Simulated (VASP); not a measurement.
The system is Y2SiSe.

```
Y Si Se
1.0
     4.93953    0.00000    0.00000
     0.00000    4.93953    0.00000
     0.00000    0.00000    4.39992
Y Si Se
2 1 1
Direct
  0.50000 0.00000 0.88097
  0.00000 0.50000 0.88097
  0.50000 0.50000 0.76123
  0.00000 0.00000 0.00039
```

* Program: VASP 6.6.1
* Task: relaxation of cell and atoms
* Functional: PBE
* Potentials or basis: VASP PAW PBE potentials, release 64 (Y_sv, Si, Se)
* Cutoff: 600 eV
* k mesh: 4 × 4 × 4
* Occupations: gaussian, width 0.1 eV
* Spin: no spin polarisation

At the start: pressure 25.1 GPa; volume 26.84 Å³/atom.

**Question.** Where does the relaxation end?

**Answer.** Over 43 steps the energy falls by 934.9 meV/atom and the volume is 23.06 Å³/atom (-14.1 %); space group P4mm (No. 99, to 0.05 Å).

Step by step:
| step | energy change (eV) | largest force (eV/Å) | pressure (GPa) | volume (Å³) |
| --- | --- | --- | --- | --- |
| 1 | 0.0000 | 2.1975 | 25.13 | 107.35 |
| 3 | -2.4863 | 0.7482 | -1.88 | 137.07 |
| 5 | -2.5028 | 0.8627 | -0.55 | 134.25 |
| 7 | -2.7352 | 0.8631 | -0.96 | 127.58 |
| 9 | -3.1500 | 0.5051 | 1.86 | 98.11 |
| 11 | -3.2769 | 0.7401 | 0.19 | 104.15 |
| 13 | -3.4151 | 0.3251 | 3.09 | 99.31 |
| 15 | -3.4896 | 0.1347 | -0.43 | 104.77 |
| 17 | -3.4925 | 0.1455 | -0.06 | 104.43 |
| 19 | -3.4940 | 0.1509 | 0.02 | 104.37 |
| 21 | -3.5053 | 0.1572 | -0.33 | 104.64 |
| 23 | -3.5421 | 0.1623 | -2.20 | 105.74 |
| 25 | -3.5465 | 0.1905 | -2.72 | 105.96 |
| 27 | -3.5477 | 0.2129 | -3.18 | 106.16 |
| 29 | -3.5491 | 0.2161 | -3.22 | 106.13 |
| 31 | -3.5542 | 0.2284 | -3.42 | 105.98 |
| 33 | -3.5616 | 0.2753 | -4.27 | 105.41 |
| 35 | -3.6022 | 0.2719 | -3.89 | 103.43 |
| 37 | -3.6924 | 0.2070 | -1.53 | 94.83 |
| 39 | -3.6940 | 0.1864 | -1.19 | 94.00 |
| 41 | -3.7377 | 0.0495 | 0.05 | 92.37 |
| 43 | -3.7395 | 0.0235 | 0.14 | 92.24 |

Final structure:
```yaml
crystal:
  lattice:
    - [5.16905, 0.00000, 0.00000]
    - [0.00000, 5.16905, 0.00000]
    - [0.00000, 0.00000, 3.45240]
  atoms:
    - { symbol: Y, position: [0.50000, 0.00000, 0.89168] }
    - { symbol: Y, position: [0.00000, 0.50000, 0.89168] }
    - { symbol: Si, position: [0.50000, 0.50000, 0.44250] }
    - { symbol: Se, position: [0.00000, 0.00000, 0.29771] }
```
